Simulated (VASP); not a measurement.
A run of VASP 6.6.1 is set up as follows.

INCAR

```
  ALGO = Normal
  EDIFF = 1E-6
  EDIFFG = -0.002
  ENCUT = 600
  GGA = PS
  IBRION = 2
  ISIF = 3
  ISMEAR = 0
  LASPH = T
  LCHARG = F
  LREAL = F
  LWAVE = F
  NELM = 100
  NSW = 100
  PREC = Accurate
  PSTRESS = 100.0
  SIGMA = 0.01
```

Contents of KPOINTS:

```
k-points
0
Gamma
  8 8 8
```

Contents of POSCAR:

```
SrO
1.0
    0.0000000000      2.5614442881      2.5614442881
    2.5614442881      0.0000000000      2.5614442881
    2.5614442881      2.5614442881      0.0000000000
Sr O
1 1
Direct
    0.5000000000      0.5000000000      0.5000000000
    0.0000000000      0.0000000000      0.0000000000
```

Potentials or basis: VASP PAW PBE potentials, release 64 (Sr_sv, O).

Run with:

```sh
$ cat potpaw_PBE.64/Sr_sv/POTCAR potpaw_PBE.64/O/POTCAR > POTCAR
$ mpirun -np 1 vasp_std > vasp.out
```

Q: What does it give for the relaxed volume?

A: 15.49 Å³/atom.

Q: Predict the band gap on the k mesh.

A: 3.07 eV, indirect (least direct gap 3.08 eV).

Q: Estimate the space group after relaxing (to 0.05 Å).

A: Fm-3m (No. 225).

Step by step:
```csv
step,energy change (eV),largest force (eV/Å),pressure (GPa),volume (Å³)
1,0.0000,0.0000,0.53,33.61
2,0.2632,0.0000,20.40,29.01
3,0.0799,0.0000,9.92,30.99
4,0.0831,0.0000,10.14,30.94
5,0.0795,0.0000,9.89,30.99
6,0.0811,0.0000,10.00,30.97
```

Caveat: the cell is relaxed towards a set pressure, so the enthalpy falls and the energy may rise; the PAW data sets were made with another functional, which shifts forces and pressure a little. A hybrid or GW would open this gap; PBEsol tends to underestimate it.
